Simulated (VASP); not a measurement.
# P (P4/mmm) in VASP: notebook

Runs on P. Level: PBEsol. Tasks: single point.

Everything below comes from runs of VASP 6.6.1. Logs are shortened: lines on timing, memory, paths and dates and some standing lists are left out, and cuts for length are marked.

## 1. The cell of the first run

Symmetry: P4/mmm, No. 123, tetragonal system. Conventional cell: a = 4.273 Å, b = 4.273 Å, c = 4.290 Å, α = 90.00°, β = 90.00°, γ = 90.00°. P (site symmetry 4/mmm) has 6 P at 4.27 to 4.29 Å within 5.6 Å.

This isn't the form of P at room conditions, which is orthorhombic.

## 2. Single point, PBEsol (zz strain of -2 %)

INCAR

```
PREC     = Accurate       # precision mode
ENCUT    = 500            # plane-wave cutoff, eV
EDIFF    = 1E-6           # SCF threshold, eV
ISMEAR   = -1             # smearing method
SIGMA    = 0.08           # smearing width, eV
LREAL    = False          # projectors in reciprocal space
LASPH    = True           # aspherical terms in the spheres
NELM     = 120            # most SCF steps
ALGO     = Normal         # electronic algorithm
ISIF     = 2              # what is computed and relaxed
LWAVE    = False          # write WAVECAR
LCHARG   = False          # write CHGCAR
GGA      = PS             # functional
NBANDS   = 8              # bands
GGA_COMPAT= False
```

KPOINTS

```
regular mesh
0
Gamma
  10 10 9
```

POSCAR

```
P
1.0
    4.2729048574      0.0000000000      0.0000000000
    0.0000000000      4.2729048574      0.0000000000
    0.0000000000      0.0000000000      4.2904400000
P
1
Direct
    0.0000000000      0.0000000000      0.0000000000
```

Potentials or basis: VASP PAW PBE potentials, release 64 (P).

Command:

```sh
$ cat potpaw_PBE.64/P/POTCAR > POTCAR
$ mpirun -np 1 vasp_std > vasp.out
```

OUTCAR:

```text
PREC = Accurate
   ENCUT = 500
   EDIFF = 1E-6
   ISMEAR = -1
   LREAL = False
   LASPH = True
   NELM = 120
   ISIF = 2
   GGA = PS

 ion  position               nearest neighbor table
   1  0.000  0.000  0.000-

  LATTYP: Found a simple tetragonal cell.
 ALAT       =     4.2729048574
 C/A-ratio  =     1.0041037990

  Lattice vectors:

 A1 = (   4.2729048574,   0.0000000000,   0.0000000000)
 A2 = (   0.0000000000,   4.2729048574,   0.0000000000)
 A3 = (   0.0000000000,   0.0000000000,   4.2904400000)

Analysis of symmetry for initial positions (statically):
=====================================================================
 Subroutine PRICEL returns:
 Original cell was already a primitive cell.

 Routine SETGRP: Setting up the symmetry group for a
 simple tetragonal supercell.

 Subroutine GETGRP returns: Found 16 space group operations
 (whereof 16 operations were pure point group operations)
 out of a pool of 16 trial point group operations.

The static configuration has the point symmetry D_4h.

Analysis of symmetry for dynamics (positions and initial velocities):
=====================================================================
 Subroutine PRICEL returns:
 Original cell was already a primitive cell.

 Routine SETGRP: Setting up the symmetry group for a
 simple tetragonal supercell.

 Subroutine GETGRP returns: Found 16 space group operations
 (whereof 16 operations were pure point group operations)
 out of a pool of 16 trial point group operations.

The dynamic configuration has the point symmetry D_4h.

 Subroutine INISYM returns: Found 16 space group operations
 (whereof 16 operations are pure point group operations),
 and found     1 'primitive' translations

----------------------------------------------------------------------------------------

                                     Primitive cell

  volume of cell :      78.3336

  direct lattice vectors                    reciprocal lattice vectors
     4.272904857  0.000000000  0.000000000     0.234032826  0.000000000  0.000000000
     0.000000000  4.272904857  0.000000000     0.000000000  0.234032826  0.000000000
     0.000000000  0.000000000  4.290440000     0.000000000  0.000000000  0.233076328

  length of vectors
     4.272904857  4.272904857  4.290440000     0.234032826  0.234032826  0.233076328

  position of ions in fractional coordinates (direct lattice)
     0.000000000  0.000000000  0.000000000

  ion indices of the primitive-cell ions
   primitive index   ion index
                 1           1

----------------------------------------------------------------------------------------

 KPOINTS: regular mesh

Automatic generation of k-mesh.
 Grid dimensions read from file:
 generate k-points for:   10   10    9

 Generating k-lattice:

  Cartesian coordinates                     Fractional coordinates (reciprocal lattice)
     0.023403283  0.000000000  0.000000000     0.100000000  0.000000000  0.000000000
     0.000000000  0.023403283  0.000000000     0.000000000  0.100000000  0.000000000
     0.000000000  0.000000000  0.025897370     0.000000000  0.000000000  0.111111111

  Length of vectors
     0.023403283  0.023403283  0.025897370

  Shift w.r.t. Gamma in fractional coordinates (k-lattice)
     0.000000000  0.000000000  0.000000000

 Subroutine IBZKPT returns following result:
 ===========================================

 Found    105 irreducible k-points:

 Following reciprocal coordinates:
            Coordinates               Weight
  0.000000  0.000000  0.000000      1.000000
  0.100000  0.000000  0.000000      4.000000
  0.200000  0.000000  0.000000      4.000000
  0.300000  0.000000  0.000000      4.000000
  0.400000  0.000000  0.000000      4.000000
  0.500000  0.000000  0.000000      2.000000
[... 16 lines left out ...]
  0.100000  0.000000  0.111111      8.000000
  0.200000  0.000000  0.111111      8.000000
 [... further k-points ...]
   k-points           NKPTS =    105   k-points in BZ     NKDIM =    105   number of bands    NBANDS=      8
   number of dos      NEDOS =    301   number of ions     NIONS =      1
   total plane-waves  NPLWV =  32768
   dimension x,y,z NGX =    32 NGY =   32 NGZ =   32
   dimension x,y,z NGXF=    64 NGYF=   64 NGZF=   64
   ions per type =               1
   NGX,Y,Z   is equivalent  to a cutoff of  12.45, 12.45, 12.40 a.u.
   NGXF,Y,Z  is equivalent  to a cutoff of  24.90, 24.90, 24.80 a.u.
 SYSTEM =  unknown system
   PREC   = accura    normal or accurate (medium, high low for compatibility)
   ISTART =      0    job   : 0-new  1-cont  2-samecut
   ICHARG =      2    charge: 1-file 2-atom 10-const
   ISPIN  =      1    spin polarized calculation?
   LNONCOLLINEAR =      F non collinear calculations
   LSORBIT =      F    spin-orbit coupling
   LASPH  =      T    aspherical Exc in radial PAW
   ENCUT  =  500.0 eV  36.75 Ry    6.06 a.u.   7.79  7.79  7.82*2*pi/ulx,y,z
   NELM   =    120;   NELMIN=  2; NELMDL= -5     # of ELM steps
   EDIFF  = 0.1E-05   stopping-criterion for ELM
   LREAL  =      F    real-space projection
[... 7 lines left out ...]
   TEBEG  =    0.0;   TEEND  =   0.0 temperature during run
   PSTRESS=    0.0 pullay stress
   NELECT =       5.0000    total number of electrons
   NUPDOWN=      -1.0000    fix difference up-down
   EMIN   =  10.00;   EMAX   =-10.00  energy-range for DOS
   EFERMI =   0.00;   METHOD = LEGACY
   ISMEAR =    -1;   SIGMA  =   0.08  broadening in eV -4-tet -1-fermi 0-gaus
   EFERMI_NEDOS =   21; number of points for ismear=-14 and -15
   IALGO  =     38    algorithm
   IMIX   =      4    mixing-type and parameters
     AMIX     =   0.40;   BMIX     =  1.00
     AMIX_MAG =   1.60;   BMIX_MAG =  1.00
  volume/ion in A,a.u.               =      78.33       528.62
  Fermi-wavevector in a.u.,A,eV,Ry     =   0.654258  1.236367  5.824014  0.428053
  Thomas-Fermi vector in A             =   1.724758
   LORBIT       =      0    0 simple, 1 ext, 2 COOP (PROOUT), +10 PAW based schemes
   GGA     = PS    functional components
   LHFCALC =     F    Hartree Fock is set to
   AEXX    =    0.0000 exact exchange contribution
   IVDW    =     0    specifies the selected vdW correction
   LEPSILON=     F    determine dielectric tensor
   LRPA    =     F    only Hartree local field effects (RPA)
 non-spin polarized calculation
  energy-cutoff  :      500.00
  volume of cell :       78.33
 maximum number of plane-waves:      2006
 NGX is ok and might be reduce to    32
   NGX = 15   NGY = 15   NGZ = 15

 number of electron       4.9999997 magnetization

 Free energy of the ion-electron system (eV)
  ---------------------------------------------------
  ext. energy  EPLUGINS =         0.00000000
  ---------------------------------------------------
  free energy    TOTEN  =        -1.24252286 eV

  energy without entropy =       -1.17239335  energy(sigma->0) =       -1.20745810

 E-fermi :  -3.0181     XC(G=0):  -5.1135

 val. band max:       -3.0270310212   @ k =   0.2000   0.0000   0.1111
 cond. band min:      -3.0124050709   @ k =   0.4000   0.3000   0.4444
 fundamental gap:      0.0146259503
 Fermi energy:        -3.0181169017

 k-point     1 :       0.0000    0.0000    0.0000
  band No.  band energies     occupation
      1     -11.7658      2.00000
      2      -2.4966      0.00295
      3      -2.4767      0.00230
      4      -2.4767      0.00230
      5       1.6267      0.00000
      6       4.4579      0.00000
      7       4.4722      0.00000
      8       9.1401      0.00000

 k-point     2 :       0.1000    0.0000    0.0000
  band No.  band energies     occupation
      1     -11.7501      2.00000
      2      -2.6500      0.01987
      3      -2.4831      0.00249
      4      -2.4632      0.00194
      5       1.7966      0.00000
      6       4.5139      0.00000
      7       4.6314      0.00000
      8       8.5780      0.00000

 k-point     3 :       0.2000    0.0000    0.0000
  band No.  band energies     occupation
      1     -11.7083      2.00000
      2      -3.0473      1.18025
      3      -2.4471      0.00159
      4      -2.4275      0.00124
      5       2.2018      0.00000
      6       4.6631      0.00000
      7       4.9957      0.00000
      8       7.8359      0.00000

 k-point     4 :       0.3000    0.0000    0.0000
  band No.  band energies     occupation
      1     -11.6549      2.00000
      2      -3.4643      1.99246
      3      -2.4014      0.00090
      4      -2.3822      0.00071
      5       2.7003      0.00000
      6       4.8755      0.00000
      7       5.1470      0.00000
      8       7.2001      0.00000

 k-point     5 :       0.4000    0.0000    0.0000
  band No.  band energies     occupation
      1     -11.6103      2.00000
      2      -3.7626      1.99982
      3      -2.3635      0.00056
      4      -2.3446      0.00044
      5       3.2139      0.00000
      6       4.8453      0.00000
      7       5.0806      0.00000
      8       6.8154      0.00000
[... 177 lines left out ...]
 k-point    22 :       0.0000    0.0000    0.1111
  band No.  band energies     occupation
      1     -11.7472      2.00000
      2      -2.7023      0.03789
      3      -2.4607      0.00188
      4      -2.4607      0.00188
      5       1.8328      0.00000
      6       4.5359      0.00000
      7       4.6494      0.00000
      8       8.4981      0.00000

 k-point    23 :       0.1000    0.0000    0.1111
  band No.  band energies     occupation
      1     -11.7316      2.00000
      2      -2.6979      0.03587
      3      -2.6185      0.01345
      4      -2.4474      0.00159
      5       1.9987      0.00000
      6       4.6396      0.00000
      7       4.7576      0.00000
      8       7.9145      0.00000

 k-point    24 :       0.2000    0.0000    0.1111
  band No.  band energies     occupation
      1     -11.6901      2.00000
      2      -3.0270      1.05566
      3      -2.6372      0.01697
      4      -2.4120      0.00102
      5       2.3923      0.00000
      6       4.7942      0.00000
      7       5.0991      0.00000
      8       7.1910      0.00000

 [... further k-points ...]
[... 5 lines left out ...]
  --------------------------------------------------------------------------------------
  -------------------------------------------------------------------------------------
  Total       -1.9579146     -1.9579146     -1.9027604      0.0000000      0.0000000      0.0000000
  in kB      -40.0457153    -40.0457153    -38.9176326      0.0000000      0.0000000      0.0000000
  external PRESSURE =     -39.6696878 kB  Pullay stress =       0.0000000 kB

 VOLUME and BASIS-vectors are now :
 -----------------------------------------------------------------------------
  energy-cutoff  :      500.00
  volume of cell :       78.33
      direct lattice vectors                 reciprocal lattice vectors
     4.272904857  0.000000000  0.000000000     0.234032826  0.000000000  0.000000000
     0.000000000  4.272904857  0.000000000     0.000000000  0.234032826  0.000000000
     0.000000000  0.000000000  4.290440000     0.000000000  0.000000000  0.233076328

 POSITION                                       TOTAL-FORCE (eV/Angst)
 -----------------------------------------------------------------------------------
      0.00000      0.00000      0.00000         0.000000      0.000000      0.000000
 -----------------------------------------------------------------------------------
    total drift:                                0.000000     -0.000000      0.000000

  FREE ENERGIE OF THE ION-ELECTRON SYSTEM (eV)
  ---------------------------------------------------
  free  energy   TOTEN  =        -1.2425228559 eV

  energy  without entropy=       -1.1723933510  energy(sigma->0) =       -1.20745810
```

It took 14 s on 1 thread of Intel Xeon 6975P-C (Granite Rapids), shared host; peak memory 0.19 GiB.

Results:

| Item | Value |
| --- | --- |
| Free energy | -1.2425 eV |
| Pressure | -4.0 GPa |
| Band gap on the k mesh | zero (an odd number of electrons rules out a gap without spin polarisation) |

Stress tensor (GPa, compression positive):
```
-4.00  0.00  0.00
 0.00 -4.00  0.00
 0.00  0.00 -3.89
```

Caveat: the cell differs from its parent crystal (zz strain of -2 %); the cell stands under tension; the PAW data sets were made with another functional, which shifts forces and pressure a little.

## 3. Single point, PBEsol (equal xx and yy strain of -1 %)

INCAR

```
PREC = Accurate ; ENCUT = 500
EDIFF = 1E-6 ; ISMEAR = -1
SIGMA = 0.08 ; LREAL = False
LASPH = True ; NELM = 120
ALGO = Normal ; ISIF = 2
LWAVE = False ; LCHARG = True
GGA = PS ; LELF = True
LVHAR = True ; NBANDS = 8
GGA_COMPAT = False
```

KPOINTS

```
Automatic mesh
0
Gamma
  10 10 9
```

POSCAR

```
P
1.0
    4.2301758088      0.0000000000      0.0000000000
    0.0000000000      4.2301758088      0.0000000000
    0.0000000000      0.0000000000      4.3780000000
P
1
Direct
    0.0000000000      0.0000000000      0.0000000000
```

Potentials or basis: VASP PAW PBE potentials, release 64 (P).

Command:

```sh
$ cat potpaw_PBE.64/P/POTCAR > POTCAR
$ mpirun -np 1 vasp_std > vasp.out
```

It took 12 s on 1 thread of Intel Xeon 6975P-C (Granite Rapids), shared host; peak memory 0.19 GiB.

The run converged. Its results:

```yaml
Free_energy: -1.2462 eV
Pressure: -4.0 GPa
Band_gap_on_the_k_mesh: zero (an odd number of electrons rules out a gap without spin polarisation)
```

Stress tensor (GPa, compression positive):
```
-4.19  0.00  0.00
 0.00 -4.19  0.00
 0.00  0.00 -3.52
```

Levels at points of the mesh, in eV from the Fermi level:
| k point | band 1 | band 2 | band 3 | band 4 | band 5 |
| --- | --- | --- | --- | --- | --- |
| (0.00, 0.00, 0.00) | -8.75 | 0.43 | 0.59 | 0.59 | 4.64 |
| (0.50, 0.00, 0.00) | -8.56 | -0.87 | 0.60 | 0.74 | 6.55 |
| (0.50, 0.50, 0.00) | -8.39 | -0.56 | -0.56 | 0.74 | 5.85 |

Caveat: the cell differs from its parent crystal (equal xx and yy strain of -1 %); the cell stands under tension; the PAW data sets were made with another functional, which shifts forces and pressure a little.

## 4. Single point, PBEsol (79.13 Å³/atom)

This run uses another cell than the first one, of 79.13 Å³/atom.

INCAR

```
PREC = Accurate ; ENCUT = 500
EDIFF = 1E-6 ; ISMEAR = -1
SIGMA = 0.08 ; LREAL = F
LASPH = T ; NELM = 120
ALGO = Normal ; ISIF = 2
LWAVE = F ; LCHARG = F
GGA = PS ; NBANDS = 8
GGA_COMPAT = F
```

KPOINTS is that of step 3.

POSCAR

```
P
1.0
    4.2586140990      0.0000000000      0.0000000000
    0.0000000000      4.2586140990      0.0000000000
    0.0000000000      0.0000000000      4.3633577502
P
1
Direct
    0.0000000000      0.0000000000      0.0000000000
```

Command:

```sh
$ cat potpaw_PBE.64/P/POTCAR > POTCAR
$ mpirun -np 1 vasp_std > vasp.out
```

Wall time 12 s (1 thread of Intel Xeon 6975P-C (Granite Rapids), shared host); peak memory 0.19 GiB.

The run converged. Its results:

- Free energy: -1.2250 eV
- Pressure: -3.9 GPa
- Band gap on the k mesh: zero (an odd number of electrons rules out a gap without spin polarisation)

Stress tensor (GPa, compression positive):
```
-4.04  0.00  0.00
 0.00 -4.04  0.00
 0.00  0.00 -3.56
```

Levels at points of the mesh, in eV from the Fermi level:
```tsv
k point	band 1	band 2	band 3	band 4	band 5	band 6
(0.00, 0.00, 0.00)	-8.74	0.45	0.56	0.56	4.63	7.44
(0.50, 0.00, 0.00)	-8.56	-0.85	0.61	0.71	6.53	7.58
(0.50, 0.50, 0.00)	-8.40	-0.55	-0.55	0.75	5.85	8.14
```

Caveat: the cell stands under tension; the PAW data sets were made with another functional, which shifts forces and pressure a little.

(Continued in part 2 of 2.)
